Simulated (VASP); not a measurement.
Here is a VASP 6.6.1 calculation.

File INCAR:

```
SYSTEM = BeBi2O6
PREC = Accurate
ENCUT = 520
EDIFF = 1E-6
ISMEAR = -1
SIGMA = 0.1
LREAL = .False.
LASPH = .True.
NELM = 60
ALGO = Normal
ISIF = 2
LWAVE = .False.
LCHARG = .False.
GGA = PS
NBANDS = 44
```

File KPOINTS:

```
Automatic mesh
0
Gamma
  7 7 3
  0 0 0
```

Contents of POSCAR:

```
BeBi2O6
1.0
    1.8773327225      3.2516356580      0.0000000000
   -1.8773327225      3.2516356580      0.0000000000
    0.0000000000      0.0000000000      7.2092865853
O Bi Be
6 2 1
Direct
    0.6666666667      0.6666666667      0.5976383973
    0.3333333333      0.3333333333      0.4023616027
    0.6666666667      0.6666666667      0.9900131050
    0.3333333333      0.3333333333      0.0099868950
    0.0000000000      0.0000000000      0.2174579407
    0.0000000000      0.0000000000      0.7825420593
    0.6666666667      0.6666666667      0.2929501624
    0.3333333333      0.3333333333      0.7070498376
    0.0000000000      0.0000000000      0.0000000000
```

Potentials or basis: VASP PAW PBE potentials, release 64 (O, Bi_d, Be).

Run with:

```bash
$ cat potpaw_PBE.64/O/POTCAR potpaw_PBE.64/Bi_d/POTCAR potpaw_PBE.64/Be/POTCAR > POTCAR
$ mpirun -np 1 vasp_std > vasp.out
```

Problem. Estimate the band gap on the k mesh.

Solution. Zero (bands 34 and 35 overlap by 1.22 eV).

Problem. Predict the largest force.

Solution. 0.055 eV/Å.

Problem. Predict the pressure.

Solution. 20.4 GPa.

Forces on the atoms (eV/Å):
```
O    0.000  0.000  0.015
O    0.000  0.000 -0.015
O    0.000  0.000 -0.055
O    0.000  0.000  0.055
O    0.000  0.000  0.004
O    0.000  0.000 -0.004
Bi   0.000  0.000  0.032
Bi   0.000  0.000 -0.032
Be   0.000  0.000  0.000
```

Caveat: the cell stands under pressure; the PAW data sets were made with another functional, which shifts forces and pressure a little; spin-orbit coupling is left out, which moves the levels of the heavy elements.
